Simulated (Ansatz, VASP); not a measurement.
One calculation of Cu, two programs

```
Cu
1.0
     2.34404    0.00000    0.00000
    -1.17202    2.03000    0.00000
     0.00000    0.00000    4.11257
Cu
2
Direct
  0.33333 0.66667 0.25000
  0.66667 0.33333 0.75000
```

Change from the starting cell: strain -0.0750 x Voigt [1, 1, 0, 0, 0, 0], atoms carried along.

Alike in both runs: task single point; functional r2SCAN; k mesh 24 × 24 × 12; occupations gaussian, width 0.15 eV; no spin polarisation.

```csv
,VASP,Ansatz
version,VASP 6.6.1,Ansatz 0.2.0
potentials or method,"VASP PAW PBE potentials, release 64 (Cu), cutoff 520 eV","scalar-relativistic, plane waves, PAW"
valence electrons in the cell,22,38
```

Ansatz gave:

```
gap on the k mesh at the Fermi level (eV)                     : none
pressure (GPa)                                                : 39.2
traceless stress, the component that is largest in VASP (GPa) : -16.34
```

Problem. Estimate VASP's values.

Solution. gap on the k mesh at the Fermi level (eV): none; pressure (GPa): 40.2; traceless stress, the component that is largest in VASP (GPa): -16.43.

VASP's potentials were made for PBE, not for r2SCAN. A gap of «none» marks a metal or a gap that the smearing closes. Both programs put the cell under a high pressure, so it lies far from rest at this level. With one functional, cell and mesh, what is left measures potentials, basis and numerics. VASP's potentials hold 22 valence electrons a cell and Ansatz's 38, so a difference there can come from the potentials and not from the codes.
